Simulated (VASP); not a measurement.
# Tl2Ru (I4/mmm) in VASP: a series of runs, part 2 of 2

VASP 6.6.1. The steps go on from the part before.

**4. Relaxation of cell and atoms, PBE**

This run uses another cell than the first one, of 22.87 Å³/atom, 1.033 times its volume.

INCAR reads:

```
PREC = Accurate ; ENCUT = 600
EDIFF = 1E-7 ; ISMEAR = 0
SIGMA = 0.1 ; LREAL = F
LASPH = T ; NELM = 60
ALGO = Fast ; ISIF = 3
LWAVE = F ; LCHARG = F
GGA = PE ; IBRION = 2
NSW = 90 ; EDIFFG = -0.04
```

KPOINTS reads:

```
Automatic mesh
0
Gamma
  6 6 6
```

POSCAR reads:

```
Tl2Ru
1.0
   -1.9123249542      1.9123249542      4.6911721532
    1.9123249542     -1.9123249542      4.6911721532
    1.9123249542      1.9123249542     -4.6911721532
Tl Ru
2 1
Direct
    0.6650000000      0.6650000000      0.0000000000
    0.3350000000      0.3350000000      0.0000000000
    0.0000000000      0.0000000000      0.0000000000
```

Potentials or basis: VASP PAW PBE potentials, release 64 (Tl_d, Ru_pv).

Started as:

```sh
> cat potpaw_PBE.64/Tl_d/POTCAR potpaw_PBE.64/Ru_pv/POTCAR > POTCAR
> mpirun -np 1 vasp_std > vasp.out
```

OUTCAR:

```text
PREC = Accurate
   ENCUT = 600
   EDIFF = 1E-7
   ISMEAR = 0
   LREAL = F
   LASPH = T
   NELM = 60
   ISIF = 3
   GGA = PE
   IBRION = 2
   NSW = 90
   EDIFFG = -0.04

 ion  position               nearest neighbor table
   1  0.665  0.665  0.000-   2 3.10   3 3.12   3 3.12   3 3.12   3 3.12   2 3.14   2 3.14   2 3.14
                             2 3.14   3 3.14
   2  0.335  0.335  0.000-   1 3.10   3 3.12   3 3.12   3 3.12   3 3.12   1 3.14   1 3.14   1 3.14
                             1 3.14   3 3.14
   3  0.000  0.000  0.000-   1 3.12   2 3.12   1 3.12   2 3.12   1 3.12   2 3.12   2 3.12   1 3.12
                             1 3.14   2 3.14

  LATTYP: Found a body centered tetragonal cell.
 ALAT       =     3.8246499084
 C/A-ratio  =     2.4531250000

  Lattice vectors:

 A1 = (  -1.9123249542,   1.9123249542,   4.6911721532)
[... 375 lines left out ...]
  free energy    TOTEN  =       -11.91911414 eV

  energy without entropy =      -11.91065106  energy(sigma->0) =      -11.91488260

 E-fermi :   8.2253     XC(G=0): -11.3754

 val. band max:        8.2230598744   @ k =  -0.1667   0.5000   0.1667
 cond. band min:       8.2597110841   @ k =   0.5000   0.5000   0.0000
 fundamental gap:      0.0366512097
 Fermi energy:         8.2252901069

 k-point     1 :       0.0000    0.0000    0.0000
  band No.  band energies     occupation
      1     -33.5594      2.00000
      2     -33.5594      2.00000
      3     -33.5036      2.00000
      4      -3.5134      2.00000
      5      -3.4527      2.00000
      6      -3.4064      2.00000
[... 637 lines left out ...]
     23      13.4485      0.00000
     24      13.9647      0.00000

 [... further k-points ...]

------------------------ aborting loop because EDIFF is reached ----------------------------------------

  FORCE on cell =-STRESS in cart. coord.  units (eV):
  Direction    XX          YY          ZZ          XY          YZ          ZX
  --------------------------------------------------------------------------------------
  -------------------------------------------------------------------------------------
  Total        0.0574240      0.0574240     -0.0155548      0.0000000      0.0000000      0.0000000
  in kB        1.3883833      1.3883833     -0.3760811      0.0000000      0.0000000      0.0000000
  external PRESSURE =       0.8002285 kB  Pullay stress =       0.0000000 kB
[... 18 lines left out ...]
  FREE ENERGIE OF THE ION-ELECTRON SYSTEM (eV)
  ---------------------------------------------------
  free  energy   TOTEN  =       -11.9191141356 eV

  energy  without entropy=      -11.9106510629  energy(sigma->0) =      -11.91488260

 reached required accuracy - stopping structural energy minimisation
```

CONTCAR:

```text
Tl2Ru
   1.00000000000000
    -1.6945658684509430    1.6945658684509430    5.7692280631464179
     1.6945658684509430   -1.6945658684509430    5.7692280631464179
     1.6945658684509430    1.6945658684509430   -5.7692280631464179
  Tl              Ru
     2     1
Direct
     0.6397862328965268    0.6397862328965268    0.0000000000000000
     0.3602137671034732    0.3602137671034732    0.0000000000000000
     0.0000000000000000    0.0000000000000000    0.0000000000000000

  0.00000000E+00  0.00000000E+00  0.00000000E+00
  0.00000000E+00  0.00000000E+00  0.00000000E+00
  0.00000000E+00  0.00000000E+00  0.00000000E+00
```

It took 31 min on 1 thread of Intel Xeon 6975P-C, shared host; peak memory 0.38 GiB.

Results:

* Free energy: -11.9191 eV
* Relaxed volume: 22.09 Å³/atom
* Relaxed cell: a = 6.247 Å, b = 6.247 Å, c = 6.247 Å, α = 148.52°, β = 148.52°, γ = 45.11°
* Space group after relaxing (to 0.05 Å): I4/mmm (No. 139)
* Energy gained by relaxing: 140.5 meV/atom
* Ionic steps: 15
* Pressure after relaxing: 0.1 GPa
* Largest force after relaxing: 0.013 eV/Å
* Band gap on the k mesh: zero (band 20 reaches 8.33 eV, above the bottom of band 21 at 8.09 eV)

Forces on the atoms (eV/Å):
```
Tl   0.000  0.000 -0.013
Tl   0.000  0.000  0.013
Ru   0.000  0.000  0.000
```

Stress tensor (GPa, compression positive):
```
 0.14  0.00  0.00
 0.00  0.14  0.00
 0.00  0.00 -0.04
```

Step by step:
```tsv
step	energy change (eV)	largest force (eV/Å)	pressure (GPa)	volume (Å³)
1	0.0000	0.4340	-6.05	68.62
2	-0.1298	0.2579	3.66	60.39
3	-0.1468	0.3155	0.65	62.26
4	-0.1839	0.2985	0.79	62.09
5	-0.2721	0.3235	2.13	61.43
6	-0.2628	0.1682	9.35	59.37
7	-0.3152	0.1478	5.19	60.47
8	-0.3372	0.1559	4.41	61.04
9	-0.3846	0.1800	2.35	62.75
10	-0.4150	0.2358	-0.60	66.08
11	-0.4150	0.2314	-0.43	65.85
12	-0.4170	0.1902	-0.29	65.88
13	-0.4206	0.0709	0.13	65.96
14	-0.4211	0.0137	0.35	65.99
15	-0.4215	0.0132	0.08	66.27
```

Final structure:
```cif
data_structure
_symmetry_space_group_name_H-M 'P 1'
_symmetry_Int_Tables_number 1
_cell_length_a 6.2472
_cell_length_b 6.2472
_cell_length_c 6.2472
_cell_angle_alpha 148.522
_cell_angle_beta 148.522
_cell_angle_gamma 45.115
_cell_volume 66.27
loop_
_atom_site_label
_atom_site_type_symbol
_atom_site_fract_x
_atom_site_fract_y
_atom_site_fract_z
_atom_site_occupancy
Tl1 Tl 0.63979 0.63979 0.00000 1
Tl2 Tl 0.36021 0.36021 0.00000 1
Ru1 Ru 0.00000 0.00000 0.00000 1
```

Caveat: the k points lie up to 0.44 Å⁻¹ apart in the final cell; spin-orbit coupling is left out, which moves the levels of the heavy elements.

**5. The runs side by side**

```csv
task,cell,cutoff (eV),gap on the mesh (eV),pressure (GPa),largest force (eV/Å)
single point,"a = 6.254 Å, angles 148.5, 148.5, 45.1°, 3 atoms",520,none,0.0,-
single point,"a = 6.231 Å, angles 148.4, 148.4, 45.3°, 3 atoms",520,none,0.1,0.01
relaxation of cell and atoms,"relaxed from a = 5.415 Å, angles 138.6, 138.6, 59.9°, 3 atoms",600,none,0.1,0.01
```

Alike in all rows: level PBE; potentials or basis VASP PAW PBE potentials, release 64 (Tl_d, Ru_pv); no spin polarisation; k mesh 6 × 6 × 6; smearing gaussian 0.1 eV.

Caveats: all runs use coarse meshes; spin-orbit coupling is left out, which moves the levels of the heavy elements.

Total energies depend on the potentials used, so only differences within one code and one set of settings carry meaning.
